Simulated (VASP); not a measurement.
**TiC: single point with PBEsol**

TiC:

```xyz
2
Lattice="0.0000 2.1640 2.3804 2.1640 0.0000 2.3804 2.1640 2.1640 0.0000" Properties=species:S:1:pos:R:3 pbc="T T T"
Ti    0.0000    0.0000    0.0000
C     2.1640    2.1640    2.3804
```

This cell differs from its parent crystal: strain +0.1000 x Voigt [0, 0, 1, 0, 0, 0].

| Item | Value |
| --- | --- |
| Program | VASP 6.6.1 |
| Task | single point |
| Functional | PBEsol |
| Potentials or basis | VASP PAW PBE potentials, release 64 (Ti_sv, C) |
| Cutoff | 520 eV |
| k mesh | 18 × 18 × 18 |
| Occupations | gaussian, width 0.15 eV |
| Spin | no spin polarisation |

| Quantity | Value |
| --- | --- |
| Pressure | -21.6 GPa |
| Band gap on the k mesh | zero (band 8 reaches 9.12 eV, above the bottom of band 9 at 7.65 eV) |

Stress tensor (GPa, compression positive):
```
-15.20   0.00   0.00
  0.00 -15.20   0.00
  0.00   0.00 -34.34
```

Levels at points of the mesh, in eV from the Fermi level:
| k point | band 4 | band 5 | band 6 | band 7 | band 8 | band 9 | band 10 | band 11 | band 12 | band 13 |
| --- | --- | --- | --- | --- | --- | --- | --- | --- | --- | --- |
| (0.00, 0.00, 0.00) | -32.69 | -11.96 | 0.23 | 0.85 | 0.85 | 1.03 | 1.41 | 1.65 | 1.65 | 1.85 |
| (0.50, 0.00, 0.00) | -32.70 | -8.81 | -5.48 | -2.78 | -2.61 | 2.43 | 2.74 | 3.70 | 6.69 | 7.44 |
| (0.50, 0.50, 0.00) | -32.78 | -9.92 | -3.88 | -1.34 | 0.33 | 0.33 | 2.43 | 3.02 | 3.02 | 4.55 |
| (0.50, 0.00, 0.50) | -32.88 | -9.69 | -3.05 | -1.44 | -0.34 | -0.22 | 2.32 | 2.78 | 3.41 | 5.40 |

Wall time 44 s on 1 thread of Intel(R) Xeon(R) 6975P-C (Granite Rapids), on a shared host, peak memory 0.27 GiB.

Caveat: the cell differs from its parent crystal (strain +0.1000 x Voigt [0, 0, 1, 0, 0, 0]); the PAW data sets were made with another functional, which shifts forces and pressure a little.
